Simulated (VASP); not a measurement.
# HF in VASP: further runs

The runs below take HF through single point, with PBE+D3(BJ).

Program: VASP 6.6.1. These are calculated values, not measurements. Logs are shortened: lines on timing, memory, paths and dates and some standing lists are left out, and cuts for length are marked.

## (1) The cell of the first run

The cell holds a disordered packing, 16 atoms: a = 6.256 Å, b = 6.256 Å, c = 6.256 Å, α = 90.00°, β = 90.00°, γ = 90.00°.

## (2) Single point, PBE+D3(BJ)

Input file INCAR:

```
SYSTEM = HF
PREC = Accurate ; ENCUT = 1010
EDIFF = 1E-6 ; ISMEAR = -1
SIGMA = 0.02 ; LREAL = Auto
LASPH = .TRUE. ; NELM = 120
ALGO = Normal ; ISIF = 2
LWAVE = .FALSE. ; LCHARG = .TRUE.
GGA = PE ; IVDW = 12
LELF = .TRUE. ; LVHAR = .TRUE.
NBANDS = 46 ; GGA_COMPAT = .FALSE.
```

Input file KPOINTS:

```
Automatic mesh
0
G
  1 1 1
  0 0 0
```

Input file POSCAR:

```
HF
1.0
    6.2556220000      0.0000000000      0.0000000000
    0.0000000000      6.2556220000      0.0000000000
    0.0000000000      0.0000000000      6.2556220000
F H
8 8
Direct
    0.6579361733      0.5710862965      0.2978440833
   -0.1265421728      0.2089320614      0.1882786396
    0.4370948245     -0.0998781576      0.2212729605
    0.3071477145      0.4463025419      0.3849177588
    0.1727566020      0.2038806053      0.6337019724
    0.5246001117      0.8080411508      0.8272398812
    0.4135639909      0.2173404979      0.9736042235
    0.8532005291      0.9513682253      0.6258210614
    0.6166932721      0.7211752884      0.2604377311
   -0.1560835997      0.3556640731      0.1838186514
    0.4204697790     -0.0010550510      0.1135298776
    0.4568370659      0.4732223271      0.3718575067
    0.2184115345      0.3222381403      0.5365253847
    0.6537639263      0.8623602897      0.7770290468
    0.3158918490      0.2009712224      0.8546712062
    0.9669062485      1.0526371318      0.6191071008
```

Potentials or basis: VASP PAW PBE potentials, release 64 (F_h, H_h).

Started as:

```bash
$ cat potpaw_PBE.64/F_h/POTCAR potpaw_PBE.64/H_h/POTCAR > POTCAR
$ mpirun -np 1 vasp_gam > vasp.out
```

OUTCAR:

```text
SYSTEM = HF
   PREC = Accurate
   ENCUT = 1010
   EDIFF = 1E-6
   ISMEAR = -1
   LREAL = Auto
   LASPH = .TRUE.
   NELM = 120
   ISIF = 2
   GGA = PE
   IVDW = 12
 IVDW          = 12

 ion  position               nearest neighbor table
   1  0.658  0.571  0.298-   9 1.00
   2  0.873  0.209  0.188-  10 0.94
   3  0.437  0.900  0.221-  11 0.92
   4  0.307  0.446  0.385-  12 0.95
   5  0.173  0.204  0.634-  13 1.00
   6  0.525  0.808  0.827-  14 0.93
[... 8 lines left out ...]
  15  0.316  0.201  0.855-   7 0.97
  16  0.967  0.053  0.619-   8 0.95

  LATTYP: Found a simple cubic cell.
 ALAT       =     6.2556220000

  Lattice vectors:

 A1 = (   6.2556220000,   0.0000000000,   0.0000000000)
 A2 = (   0.0000000000,   6.2556220000,   0.0000000000)
 A3 = (   0.0000000000,   0.0000000000,   6.2556220000)

Analysis of symmetry for initial positions (statically):
=====================================================================
 Subroutine PRICEL returns:
 Original cell was already a primitive cell.

 Routine SETGRP: Setting up the symmetry group for a
 simple cubic supercell.

 Subroutine GETGRP returns: Found  1 space group operations
 (whereof  1 operations were pure point group operations)
 out of a pool of 48 trial point group operations.

The static configuration has the point symmetry C_1 .

Analysis of symmetry for dynamics (positions and initial velocities):
=====================================================================
 Subroutine PRICEL returns:
 Original cell was already a primitive cell.

 Routine SETGRP: Setting up the symmetry group for a
 simple cubic supercell.

 Subroutine GETGRP returns: Found  1 space group operations
 (whereof  1 operations were pure point group operations)
 out of a pool of 48 trial point group operations.

The dynamic configuration has the point symmetry C_1 .

 Subroutine INISYM returns: Found  1 space group operations
 (whereof  1 operations are pure point group operations),
 and found     1 'primitive' translations

----------------------------------------------------------------------------------------

                                     Primitive cell

  volume of cell :     244.8000

  direct lattice vectors                    reciprocal lattice vectors
     6.255622000  0.000000000  0.000000000     0.159856206  0.000000000  0.000000000
     0.000000000  6.255622000  0.000000000     0.000000000  0.159856206  0.000000000
     0.000000000  0.000000000  6.255622000     0.000000000  0.000000000  0.159856206

  length of vectors
     6.255622000  6.255622000  6.255622000     0.159856206  0.159856206  0.159856206

  position of ions in fractional coordinates (direct lattice)
     0.657936173  0.571086296  0.297844083
     0.873457827  0.208932061  0.188278640
     0.437094825  0.900121842  0.221272961
     0.307147714  0.446302542  0.384917759
     0.172756602  0.203880605  0.633701972
     0.524600112  0.808041151  0.827239881
[... 8 lines left out ...]
     0.315891849  0.200971222  0.854671206
     0.966906249  0.052637132  0.619107101

  ion indices of the primitive-cell ions
   primitive index   ion index
                 1           1
                 2           2
                 3           3
                 4           4
                 5           5
                 6           6
[... 8 lines left out ...]
                15          15
                16          16

----------------------------------------------------------------------------------------

 KPOINTS: Automatic mesh

Automatic generation of k-mesh.
 Grid dimensions read from file:
 generate k-points for:    1    1    1

 Generating k-lattice:

  Cartesian coordinates                     Fractional coordinates (reciprocal lattice)
     0.159856206  0.000000000  0.000000000     1.000000000  0.000000000  0.000000000
     0.000000000  0.159856206  0.000000000     0.000000000  1.000000000  0.000000000
     0.000000000  0.000000000  0.159856206     0.000000000  0.000000000  1.000000000

  Length of vectors
     0.159856206  0.159856206  0.159856206

  Shift w.r.t. Gamma in fractional coordinates (k-lattice)
     0.000000000  0.000000000  0.000000000

 Subroutine IBZKPT returns following result:
 ===========================================

 Found      1 irreducible k-points:

 Following reciprocal coordinates:
            Coordinates               Weight
  0.000000  0.000000  0.000000      1.000000
   k-points           NKPTS =      1   k-points in BZ     NKDIM =      1   number of bands    NBANDS=     46
   number of dos      NEDOS =    301   number of ions     NIONS =     16
   total plane-waves  NPLWV = 343000
   dimension x,y,z NGX =    70 NGY =   70 NGZ =   70
   dimension x,y,z NGXF=   140 NGYF=  140 NGZF=  140
   ions per type =               8   8
   NGX,Y,Z   is equivalent  to a cutoff of  18.60, 18.60, 18.60 a.u.
   NGXF,Y,Z  is equivalent  to a cutoff of  37.21, 37.21, 37.21 a.u.
 SYSTEM =  HF
   PREC   = accura    normal or accurate (medium, high low for compatibility)
   ISTART =      0    job   : 0-new  1-cont  2-samecut
   ICHARG =      2    charge: 1-file 2-atom 10-const
   ISPIN  =      1    spin polarized calculation?
   LNONCOLLINEAR =      F non collinear calculations
   LSORBIT =      F    spin-orbit coupling
   LASPH  =      T    aspherical Exc in radial PAW
   ENCUT  = 1010.0 eV  74.23 Ry    8.62 a.u.  16.21 16.21 16.21*2*pi/ulx,y,z
   NELM   =    120;   NELMIN=  2; NELMDL= -5     # of ELM steps
   EDIFF  = 0.1E-05   stopping-criterion for ELM
   LREAL  =      T    real-space projection
   EDIFFG = 0.1E-04   stopping-criterion for IOM
   NSW    =      0    number of steps for IOM
   IBRION =     -1    ionic relax: 0-MD 1-quasi-New 2-CG
   NFREE  =      0    steps in history (QN), initial steepest desc. (CG)
   ISIF   =      2    stress and relaxation
   ISYM   =      2    0-nonsym 1-usesym 2-fastsym
   POTIM  = 0.5000    time-step for ionic-motion
   TEBEG  =    0.0;   TEEND  =   0.0 temperature during run
   PSTRESS=    0.0 pullay stress
   NELECT =      64.0000    total number of electrons
   NUPDOWN=      -1.0000    fix difference up-down
   EMIN   =  10.00;   EMAX   =-10.00  energy-range for DOS
   EFERMI =   0.00;   METHOD = LEGACY
   ISMEAR =    -1;   SIGMA  =   0.02  broadening in eV -4-tet -1-fermi 0-gaus
   EFERMI_NEDOS =   21; number of points for ismear=-14 and -15
   IALGO  =     38    algorithm
   IMIX   =      4    mixing-type and parameters
     AMIX     =   0.40;   BMIX     =  1.00
     AMIX_MAG =   1.60;   BMIX_MAG =  1.00
  volume/ion in A,a.u.               =      15.30       103.25
  Fermi-wavevector in a.u.,A,eV,Ry     =   1.046801  1.978168 14.909173  1.095793
  Thomas-Fermi vector in A             =   2.181655
   LORBIT       =      0    0 simple, 1 ext, 2 COOP (PROOUT), +10 PAW based schemes
   GGA     = PE    functional components
   LHFCALC =     F    Hartree Fock is set to
   AEXX    =    0.0000 exact exchange contribution
   IVDW    =    12    specifies the selected vdW correction
   LEPSILON=     F    determine dielectric tensor
   LRPA    =     F    only Hartree local field effects (RPA)
 non-spin polarized calculation
  energy-cutoff  :     1010.00
  volume of cell :      244.80
 maximum number of plane-waves:      8923
 NGX is ok and might be reduce to    70
   NGX = 33   NGY = 33   NGZ = 33

 number of electron      63.9999999 magnetization

 Free energy of the ion-electron system (eV)
  ---------------------------------------------------
  ext. energy  EPLUGINS =         0.00000000
  ---------------------------------------------------
  free energy    TOTEN  =       -66.04908328 eV

  energy without entropy =      -66.04908328  energy(sigma->0) =      -66.04908328

 E-fermi :  -5.6890     XC(G=0):  -5.8756

 val. band max:       -6.2056826909   @ k =   0.0000   0.0000   0.0000
 cond. band min:       0.5927479005   @ k =   0.0000   0.0000   0.0000
 fundamental gap:      6.7984305914
 Fermi energy:        -5.6890361342

 k-point     1 :       0.0000    0.0000    0.0000
  band No.  band energies     occupation
      1     -28.7676      2.00000
      2     -28.1747      2.00000
      3     -27.8263      2.00000
      4     -27.5875      2.00000
      5     -27.2627      2.00000
      6     -27.1598      2.00000
[... 36 lines left out ...]
     43       7.4271      0.00000
     44       7.5639      0.00000
 [bands above 44 left out]

------------------------ aborting loop because EDIFF is reached ----------------------------------------

 Edisp (eV)   -0.32906

 E8    (eV) :    -0.0656

  FORCE on cell =-STRESS in cart. coord.  units (eV):
  Direction    XX          YY          ZZ          XY          YZ          ZX
  --------------------------------------------------------------------------------------
  -------------------------------------------------------------------------------------
  Total       1.55753     0.40516     1.89507     1.17046    -1.33239    -1.31295
  in kB      10.19378     2.65169    12.40292     7.66044    -8.72026    -8.59307
  external pressure =        8.42 kB  Pullay stress =        0.00 kB

 VOLUME and BASIS-vectors are now :
 -----------------------------------------------------------------------------
  energy-cutoff  :     1010.00
  volume of cell :      244.80
      direct lattice vectors                 reciprocal lattice vectors
     6.255622000  0.000000000  0.000000000     0.159856206  0.000000000  0.000000000
     0.000000000  6.255622000  0.000000000     0.000000000  0.159856206  0.000000000
     0.000000000  0.000000000  6.255622000     0.000000000  0.000000000  0.159856206

 POSITION                                       TOTAL-FORCE (eV/Angst)
 -----------------------------------------------------------------------------------
      4.11580      3.57250      1.86320         0.181972      1.173760     -0.200661
      5.46402      1.30700      1.17780         0.161584     -0.065960     -0.034671
      2.73430      5.63082      1.38420         0.243395     -1.531387      2.058159
      1.92140      2.79190      2.40790        -1.207603      0.020319      0.012355
      1.08070      1.27540      3.96420        -0.181769     -0.124033      0.603168
      3.28170      5.05480      5.17490        -0.646293     -0.531698      0.143733
[... 8 lines left out ...]
      1.97610      1.25720      5.34650         0.330829      0.124786      0.237379
      6.04860      0.32928      3.87290         0.095651      0.104450      0.023827
 -----------------------------------------------------------------------------------
    total drift:                                0.008398     -0.004175     -0.002047

  FREE ENERGIE OF THE ION-ELECTRON SYSTEM (eV)
  ---------------------------------------------------
  free  energy   TOTEN  =       -66.3781458360 eV

  energy  without entropy=      -66.3781458360  energy(sigma->0) =      -66.37814584
```

Run time: 44 s. Hardware: 1 thread of Intel Xeon 6975P-C (Granite Rapids), shared host; peak memory 0.62 GiB.

What came out:

```yaml
Free_energy: -66.3781 eV
Pressure: 0.8 GPa
Largest_force: 2.577 eV/Å
Dispersion_energy_per_atom: -0.021 eV
```

Forces on the atoms (eV/Å):
```
F    0.182  1.174 -0.201
F    0.162 -0.066 -0.035
F    0.243 -1.531  2.058
F   -1.208  0.020  0.012
F   -0.182 -0.124  0.603
F   -0.646 -0.532  0.144
F   -0.457 -0.080 -0.381
F   -0.102 -0.198 -0.110
H   -0.150 -0.832  0.047
H   -0.136  0.050  0.023
H    0.075  1.444 -1.586
H    0.815  0.313 -0.220
H    0.248 -0.286 -0.191
H    0.729  0.418 -0.425
H    0.331  0.125  0.237
H    0.096  0.104  0.024
```

Stress tensor (GPa, compression positive):
```
 1.02  0.77 -0.86
 0.77  0.27 -0.87
-0.86 -0.87  1.24
```

Caveat: the k points lie up to 1.00 Å⁻¹ apart, too coarse for converged energies, forces and pressures.

[end of part 1 of 2]
